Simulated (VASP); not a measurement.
Here is a VASP 6.6.1 calculation.

File INCAR:

```
ALGO     = Fast           # electronic algorithm
EDIFF    = 1E-6           # SCF threshold, eV
ENCUT    = 520            # plane-wave cutoff, eV
GGA      = RP             # functional
ISIF     = 2              # what is computed and relaxed
ISMEAR   = -1             # smearing method
ISPIN    = 2              # spin polarisation
IVDW     = 13             # dispersion correction
LASPH    = T              # aspherical terms in the spheres
LCHARG   = T              # write CHGCAR
LDAU     = T              # DFT+U
LDAUJ    = 0            
LDAUL    = 2              # shell
LDAUPRINT= 1            
LDAUTYPE = 2            
LDAUU    = 3              # U, eV
LELF     = T              # ELF
LMAXMIX  = 4              # l up to which the mixer works
LORBIT   = 11             # projections on sites
LREAL    = F              # projectors in reciprocal space
LVHAR    = T            
LWAVE    = F              # write WAVECAR
MAGMOM   = 2              # initial moments
NBANDS   = 16             # bands
NELM     = 150            # most SCF steps
NUPDOWN  = 2.0            # fixed moment
PREC     = Accurate       # precision mode
SIGMA    = 0.02           # smearing width, eV
```

KPOINTS

```
k-points
0
Gamma
  11 11 11
```

Contents of POSCAR:

```
Au
1.0
    0.0061675773      2.0290725480      2.0467146176
    2.0896974073      0.0102967437      2.0425854512
    2.0883918176      2.0236377920      0.0116023334
Au
1
Direct
   -0.0089470000      0.0054120000     -0.0062730000
```

Potentials or basis: VASP PAW PBE potentials, release 64 (Au).

Command:

```bash
$ cat potpaw_PBE.64/Au/POTCAR > POTCAR
$ mpirun -np 1 vasp_std > vasp.out
```

Question: What does it give for the dispersion energy per atom?

Answer: -1.294 eV.

Question: Estimate the pressure.

Answer: 30.8 GPa.

Eigenvalues of the final occupation matrices:
```
    site  spin  trace               eigenvalues
site 1 d     1   4.73  0.94 0.94 0.95 0.95 0.95
site 1 d     2   3.70  0.65 0.66 0.67 0.85 0.86
```

Caveat: the cell stands under pressure; the dispersion term is far too large for a dense solid, which distorts pressure and volume; the PAW data sets were made with another functional, which shifts forces and pressure a little; spin-orbit coupling is left out, which moves the levels of the heavy elements; the total moment is fixed, so each spin has its own Fermi level and the state may be an excited one; the U is typed as a test and isn't derived for this compound.
